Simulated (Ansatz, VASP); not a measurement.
# Ni: VASP beside Ansatz

```
Ni
1.0
     2.49604    0.00000    0.00000
    -1.24802    2.16163    0.00000
     0.00000    0.00000    4.15269
Ni
2
Direct
  0.66667 0.33333 0.75000
  0.33333 0.66667 0.25000
```

Change from the starting cell: volume scaled by 1.06.

Alike in both runs: task single point; functional LDA; k mesh 12 × 12 × 7; occupations fermi-dirac, width 0.05 eV; collinear spin.

|  | VASP | Ansatz |
| --- | --- | --- |
| version | VASP 6.6.1 | Ansatz 0.2.0 |
| potentials or method | VASP PAW LDA potentials, release 64 (Ni), cutoff 520 eV | all-electron LAPW, scalar-relativistic |

|  | VASP | Ansatz | Ansatz less VASP |
| --- | --- | --- | --- |
| gap on the k mesh at the Fermi level (eV) | none | none | - |
| pressure (GPa) | -20.6 | -20.8 | -0.21 |
| traceless stress, the component that is largest in VASP (GPa) | -1.88 | -1.99 | -0.113 |
| net moment per atom (μB) | 0.62 | 0.65 | +0.032 |
| size of the moment on the site where the two differ most (μB) | 0.62 | 0.67 | +0.045 |

LDA's correlation is that of Perdew and Zunger in VASP and of Perdew and Wang (1992) in Ansatz. Site moments also hang on the region over which each program counts them. A gap of «none» marks a metal or a gap that the smearing closes. Ansatz ran all-electron here, and VASP with PAW potentials.
